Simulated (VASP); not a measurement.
# Ru (P6/mmm) in VASP: single point with PBE

Aim: the single point of Ru with PBE.

All numbers are computed with VASP 6.6.1; they aren't measurements. Logs are shortened: lines on timing, memory, paths and dates and some standing lists are left out, and cuts for length are marked.

### 1 The cell of the first run

Symmetry: P6/mmm, No. 191, hexagonal system. Conventional cell: a = 2.229 Å, b = 2.229 Å, c = 2.078 Å, α = 90.00°, β = 90.00°, γ = 120.00°. Ru (site symmetry 6/mmm) has 8 Ru at 2.08 to 2.23 Å within 2.8 Å.

This isn't the form of Ru at room conditions, which is hcp.

### 2 Single point, PBE

INCAR

```
SYSTEM = Ru
  ALGO = Normal
  EDIFF = 1E-6
  ENCUT = 560
  GGA = PE
  GGA_COMPAT = .False.
  ISIF = 2
  ISMEAR = -1
  LASPH = .True.
  LCHARG = .False.
  LREAL = .False.
  LWAVE = .False.
  NBANDS = 14
  NELM = 120
  PREC = Accurate
  SIGMA = 0.08
```

KPOINTS

```
k-points
0
Gamma
  20 20 18
  0 0 0
```

POSCAR

```
Ru
1.0
    2.2285145034      0.0000000000      0.0000000000
   -1.1142572517      1.9299501726      0.0000000000
    0.0000000000      0.0000000000      2.0778295340
Ru
1
Direct
    0.0000000000      0.0000000000      0.0000000000
```

Potentials or basis: VASP PAW PBE potentials, release 64 (Ru_sv).

Launch:

```bash
cat potpaw_PBE.64/Ru_sv/POTCAR > POTCAR
mpirun -np 1 vasp_std > vasp.out
```

OUTCAR:

```text
SYSTEM = Ru
   EDIFF = 1E-6
   ENCUT = 560
   GGA = PE
   ISIF = 2
   ISMEAR = -1
   LASPH = .True.
   LREAL = .False.
   NELM = 120
   PREC = Accurate

 ion  position               nearest neighbor table
   1  0.000  0.000  0.000-

  LATTYP: Found a hexagonal cell.
 ALAT       =     2.2285145034
 C/A-ratio  =     0.9323832225

  Lattice vectors:

 A1 = (   2.2285145034,   0.0000000000,   0.0000000000)
 A2 = (  -1.1142572517,   1.9299501726,   0.0000000000)
 A3 = (   0.0000000000,   0.0000000000,   2.0778295340)

Analysis of symmetry for initial positions (statically):
=====================================================================
 Subroutine PRICEL returns:
 Original cell was already a primitive cell.

 Routine SETGRP: Setting up the symmetry group for a
 hexagonal supercell.

 Subroutine GETGRP returns: Found 24 space group operations
 (whereof 24 operations were pure point group operations)
 out of a pool of 24 trial point group operations.

The static configuration has the point symmetry D_6h.

Analysis of symmetry for dynamics (positions and initial velocities):
=====================================================================
 Subroutine PRICEL returns:
 Original cell was already a primitive cell.

 Routine SETGRP: Setting up the symmetry group for a
 hexagonal supercell.

 Subroutine GETGRP returns: Found 24 space group operations
 (whereof 24 operations were pure point group operations)
 out of a pool of 24 trial point group operations.

The dynamic configuration has the point symmetry D_6h.

 Subroutine INISYM returns: Found 24 space group operations
 (whereof 24 operations are pure point group operations),
 and found     1 'primitive' translations

----------------------------------------------------------------------------------------

                                     Primitive cell

  volume of cell :       8.9366

  direct lattice vectors                    reciprocal lattice vectors
     2.228514503  0.000000000  0.000000000     0.448729411  0.259074046  0.000000000
    -1.114257252  1.929950173  0.000000000     0.000000000  0.518148092  0.000000000
     0.000000000  0.000000000  2.077829534     0.000000000  0.000000000  0.481271434

  length of vectors
     2.228514503  2.228514503  2.077829534     0.518148092  0.518148092  0.481271434

  position of ions in fractional coordinates (direct lattice)
     0.000000000  0.000000000  0.000000000

  ion indices of the primitive-cell ions
   primitive index   ion index
                 1           1

[... 83 lines left out ...]
   NUPDOWN=      -1.0000    fix difference up-down
   EMIN   =  10.00;   EMAX   =-10.00  energy-range for DOS
   EFERMI =   0.00;   METHOD = LEGACY
   ISMEAR =    -1;   SIGMA  =   0.08  broadening in eV -4-tet -1-fermi 0-gaus
   EFERMI_NEDOS =   21; number of points for ismear=-14 and -15
   IALGO  =     38    algorithm
   IMIX   =      4    mixing-type and parameters
     AMIX     =   0.40;   BMIX     =  1.00
     AMIX_MAG =   1.60;   BMIX_MAG =  1.00
  volume/ion in A,a.u.               =       8.94        60.31
  Fermi-wavevector in a.u.,A,eV,Ry     =   1.987884  3.756556 53.765899  3.951682
  Thomas-Fermi vector in A             =   3.006418
   LORBIT       =      0    0 simple, 1 ext, 2 COOP (PROOUT), +10 PAW based schemes
   GGA     = PE    functional components
   LHFCALC =     F    Hartree Fock is set to
   AEXX    =    0.0000 exact exchange contribution
   IVDW    =     0    specifies the selected vdW correction
   LEPSILON=     F    determine dielectric tensor
   LRPA    =     F    only Hartree local field effects (RPA)
 non-spin polarized calculation
  energy-cutoff  :      560.00
  volume of cell :        8.94
 maximum number of plane-waves:       284
 NGX is ok and might be reduce to    18
   NGX =  9   NGY =  9   NGZ =  9

 number of electron      16.0000001 magnetization

 Free energy of the ion-electron system (eV)
  ---------------------------------------------------
  ext. energy  EPLUGINS =         0.00000000
  ---------------------------------------------------
  free energy    TOTEN  =        -3.47074521 eV

  energy without entropy =       -3.45755402  energy(sigma->0) =       -3.46414962

 E-fermi :  25.8613     XC(G=0): -16.9380

 val. band max:       25.8479194236   @ k =   0.4000   0.2000   0.2778
 cond. band min:      25.8802123005   @ k =   0.0000   0.0000   0.2778
 fundamental gap:      0.0322928769
 Fermi energy:        25.8612594956

 k-point     1 :       0.0000    0.0000    0.0000
  band No.  band energies     occupation
      1     -49.3683      2.00000
      2     -16.7579      2.00000
      3     -16.7579      2.00000
      4     -16.5476      2.00000
      5      15.0285      2.00000
      6      15.7697      2.00000
      7      20.7447      2.00000
      8      20.7447      2.00000
      9      29.9027      0.00000
     10      29.9027      0.00000
     11      39.5002      0.00000
     12      47.1122      0.00000
     13      53.5446      0.00000
     14      53.5446      0.00000
[... 377 lines left out ...]
      1     -48.6886      2.00000
      2     -19.7247      2.00000
      3     -17.6466      2.00000
      4     -16.1770      2.00000
      5      16.4905      2.00000
      6      17.3564      2.00000
      7      21.6158      2.00000
      8      25.6613      1.84814
      9      27.3602      0.00000
     10      28.7148      0.00000
     11      43.1224      0.00000
     12      45.8004      0.00000
     13      50.8969      0.00000
     14      54.5546      0.00000

 [... further k-points ...]

------------------------ aborting loop because EDIFF is reached ----------------------------------------

  FORCE on cell =-STRESS in cart. coord.  units (eV):
  Direction    XX          YY          ZZ          XY          YZ          ZX
  --------------------------------------------------------------------------------------
  -------------------------------------------------------------------------------------
  Total       23.3666404     23.3666404     23.3206906      0.0000000      0.0000000     -0.0000000
  in kB     4189.2413501   4189.2413499   4181.0033329      0.0000000      0.0000000     -0.0000000
  external PRESSURE =    4186.4953443 kB  Pullay stress =       0.0000000 kB

 VOLUME and BASIS-vectors are now :
 -----------------------------------------------------------------------------
  energy-cutoff  :      560.00
  volume of cell :        8.94
      direct lattice vectors                 reciprocal lattice vectors
     2.228514503  0.000000000  0.000000000     0.448729411  0.259074046  0.000000000
    -1.114257252  1.929950173  0.000000000     0.000000000  0.518148092  0.000000000
     0.000000000  0.000000000  2.077829534     0.000000000  0.000000000  0.481271434

 POSITION                                       TOTAL-FORCE (eV/Angst)
 -----------------------------------------------------------------------------------
      0.00000      0.00000      0.00000        -0.000000      0.000000      0.000000
 -----------------------------------------------------------------------------------
    total drift:                                0.000000      0.000000      0.000000

  FREE ENERGIE OF THE ION-ELECTRON SYSTEM (eV)
  ---------------------------------------------------
  free  energy   TOTEN  =        -3.4707452145 eV

  energy  without entropy=       -3.4575540208  energy(sigma->0) =       -3.46414962
```

OSZICAR:

```text
N       E                     dE             d eps       ncg     rms          rms(c)
DAV:   1     0.142661016383E+03    0.14266E+03   -0.96585E+03 12482   0.143E+03
DAV:   2    -0.139941561076E+01   -0.14406E+03   -0.13670E+03 13766   0.413E+02
DAV:   3    -0.363367938618E+01   -0.22343E+01   -0.22290E+01 14522   0.547E+01
DAV:   4    -0.364274468266E+01   -0.90653E-02   -0.90651E-02 14132   0.371E+00
DAV:   5    -0.364281139166E+01   -0.66709E-04   -0.66706E-04 14480   0.300E-01    0.446E+01
DAV:   6    -0.350688542402E+01    0.13593E+00   -0.10434E-01 13244   0.509E+00    0.232E+01
DAV:   7    -0.347276548236E+01    0.34120E-01   -0.37703E-02 13844   0.301E+00    0.213E+00
DAV:   8    -0.347074963677E+01    0.20158E-02   -0.51156E-03 12884   0.109E+00    0.105E-01
DAV:   9    -0.347074605424E+01    0.35825E-05   -0.36246E-05 14924   0.805E-02    0.146E-02
DAV:  10    -0.347074521445E+01    0.83979E-06   -0.11186E-06 10278   0.148E-02
   1 F= -.34707452E+01 E0= -.34641496E+01  d E =-.131912E-01
```

stdout:

```text
POSCAR found type information on POSCAR Ru
 POSCAR found :  1 types and       1 ions
 scaLAPACK will be used
 LDA part: xc-table for (Slater+PW92), standard interpolation
 POSCAR, INCAR and KPOINTS ok, starting setup
 FFT: planning ... GRIDC
 FFT: planning ... GRID_SOFT
 FFT: planning ... GRID
 WAVECAR not read
 entering main loop
```

Wall time 22 s (1 thread of Intel Xeon Platinum 8488C (Sapphire Rapids), shared host); peak memory 0.16 GiB.

What came out:

```
Free energy            : -3.4707 eV
Pressure               : 418.6 GPa
Band gap on the k mesh : zero (bands 8 and 9 overlap by 7.58 eV)
```

Levels at points of the mesh, in eV from the Fermi level:
```tsv
k point	band 5	band 6	band 7	band 8	band 9	band 10	band 11	band 12
(0.00, 0.00, 0.00)	-10.83	-10.09	-5.12	-5.12	4.04	4.04	13.64	21.25
(0.50, 0.00, 0.00)	-11.34	-7.59	-1.80	1.48	2.77	4.46	15.55	18.22
(0.00, 0.00, 0.50)	-6.98	-3.63	-3.63	-2.09	-2.09	-0.69	15.89	18.13
(0.50, 0.00, 0.50)	-12.68	-8.86	-4.38	5.15	7.18	7.54	12.13	23.33
```

Caveat: the cell stands under pressure.

The gap in the log of VASP goes by the Fermi energy; the results here count the filled bands.